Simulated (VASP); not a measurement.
A run of VASP 6.6.1 is set up as follows.

The input INCAR:

```
PREC     = Accurate       # precision mode
ENCUT    = 520            # plane-wave cutoff, eV
EDIFF    = 1E-6           # SCF threshold, eV
ISMEAR   = 0              # smearing method
SIGMA    = 0.1            # smearing width, eV
LREAL    = False          # projectors in reciprocal space
LASPH    = True           # aspherical terms in the spheres
NELM     = 60             # most SCF steps
ALGO     = Normal         # electronic algorithm
ISIF     = 2              # what is computed and relaxed
LWAVE    = False          # write WAVECAR
LCHARG   = False          # write CHGCAR
GGA      = PE             # functional
NBANDS   = 18             # bands
```

KPOINTS

```
regular mesh
0
Gamma
  8 8 8
```

POSCAR

```
LiF
1.0
    0.0000000000      2.6714831500      4.3084105600
    1.2893787700      0.0000000000      4.3084105600
    1.2893787700      2.6714831500      0.0000000000
Li F
2 2
Direct
    0.1826694600      0.1826694600      0.8173305400
    0.4326694600      0.4326694600      0.0673305400
    0.8173305400      0.8173305400      0.1826694600
    0.0673305400      0.0673305400      0.4326694600
```

Potentials or basis: VASP PAW PBE potentials, release 64 (Li_sv, F).

The run is started by

```bash
$ cat potpaw_PBE.64/Li_sv/POTCAR potpaw_PBE.64/F/POTCAR > POTCAR
$ mpirun -np 1 vasp_std > vasp.out
```

What does it give for the largest force?

0.413 eV/Å.

What does it give for the band gap on the k mesh?

9.55 eV, indirect (least direct gap 9.57 eV).

Forces on the atoms (eV/Å):
```
Li   0.000  0.000 -0.413
Li   0.000  0.000 -0.413
F    0.000  0.000  0.413
F    0.000  0.000  0.413
```

 A hybrid or GW would open this gap; PBE tends to underestimate it.
